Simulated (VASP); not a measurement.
## SnRu: single point with PBE

Crystal: SnRu.

```
Sn Ru
1.0
     3.21608    0.00000    0.00000
    -1.60804    2.78520    0.00000
     0.00000    0.00000    4.00475
Sn Ru
1 1
Direct
  0.66667 0.33333 0.50000
  0.33333 0.66667 0.00000
```

| Property | Result |
| --- | --- |
| Program | VASP 6.6.1 |
| Task | single point |
| Functional | PBE |
| Potentials or basis | VASP PAW PBE potentials, release 64 (Sn_d, Ru_pv) |
| Cutoff | 520 eV |
| k mesh | 18 × 18 × 14 |
| Occupations | gaussian, width 0.1 eV |
| Spin | no spin polarisation |

* Pressure: 0.0 GPa
* Band gap on the k mesh: zero (band 14 reaches 11.67 eV, above the bottom of band 15 at 9.86 eV)

Levels at points of the mesh, in eV from the Fermi level:
```csv
k point,band 11,band 12,band 13,band 14,band 15,band 16,band 17,band 18
"(0.00, 0.00, 0.00)",-1.88,-1.88,-1.06,-0.80,-0.80,5.29,8.43,8.43
"(0.50, 0.00, 0.00)",-3.52,-2.88,-1.05,0.27,1.46,3.22,5.10,5.99
"(0.00, 0.00, 0.50)",-1.83,-1.58,-1.58,-1.11,-1.11,8.32,8.32,10.47
"(0.50, 0.00, 0.50)",-4.02,-2.16,-1.25,-0.56,0.31,2.01,3.80,6.98
```

Run time: 78 s on 1 thread of Intel(R) Xeon(R) 6975P-C (Granite Rapids), with other jobs on the host, peak memory 0.32 GiB.

Caveat: spin-orbit coupling is left out, which moves the levels of the heavy elements.
